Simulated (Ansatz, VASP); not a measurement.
# One calculation of Si, two programs

Contents of INCAR:

```
SYSTEM = Si
ALGO = Normal
EDIFF = 1E-6
ENCUT = 520
GGA = CA
ISIF = 2
ISMEAR = 0
LASPH = .True.
LCHARG = .True.
LELF = .True.
LREAL = .False.
LVHAR = .True.
LWAVE = .False.
NBANDS = 11
NELM = 80
PREC = Accurate
SIGMA = 0.15
```

The input KPOINTS:

```
k-points
0
Gamma
  20 20 20
  0 0 0
```

POSCAR

```
Si
1.0
   -2.2765174123      2.2765174123      1.3824360055
    2.2765174123     -2.2765174123      1.3824360055
    2.2765174123      2.2765174123     -1.3824360055
Si
2
Direct
    0.2500000000      0.7500000000      0.5000000000
    0.5000000000      0.5000000000      0.0000000000
```

Input for Ansatz:

```yaml
crystal:
  lattice:
    - [-2.2765174123, 2.2765174123, 1.3824360055]
    - [2.2765174123, -2.2765174123, 1.3824360055]
    - [2.2765174123, 2.2765174123, -1.3824360055]
  atoms:
    - { symbol: Si, position: [0.25, 0.75, 0.5] }
    - { symbol: Si, position: [0.5, 0.5, 0.0] }
basis:
  ecutwfc: 420
kpoints:
  mp_grid: { grid: [20, 20, 20] }
hamiltonian:
  xc: lda
scf:
  occupations: { method: gaussian, width: 0.15 }
output:
  forces: true
  stress: true
  eigenvalues: true
  write_density: true
  write_potential: true
  elf: true
  volumetric_format: npy
```

Change from the starting cell: strain -0.040 along x and y, +0.040 along z, atoms carried along.

Alike in both runs: task single point; functional LDA; k mesh 20 × 20 × 20; occupations gaussian, width 0.15 eV; no spin polarisation.

|  | VASP | Ansatz |
| --- | --- | --- |
| version | VASP 6.6.1 | Ansatz 0.2.0 |
| potentials or method | VASP PAW LDA potentials, release 64 (Si), cutoff 520 eV | scalar-relativistic, plane waves, PAW |
| valence electrons in the cell | 8 | 8 |

Ansatz gave:

- gap on the k mesh at the Fermi level (eV): none
- pressure (GPa): 6.8
- traceless stress, the component that is largest in VASP (GPa): -7.33

Task: Estimate VASP's values.

Result: gap on the k mesh at the Fermi level (eV): none; pressure (GPa): 6.9; traceless stress, the component that is largest in VASP (GPa): -7.38.

LDA's correlation is that of Perdew and Zunger in VASP and of Perdew and Wang (1992) in Ansatz. A gap of «none» marks a metal or a gap that the smearing closes.
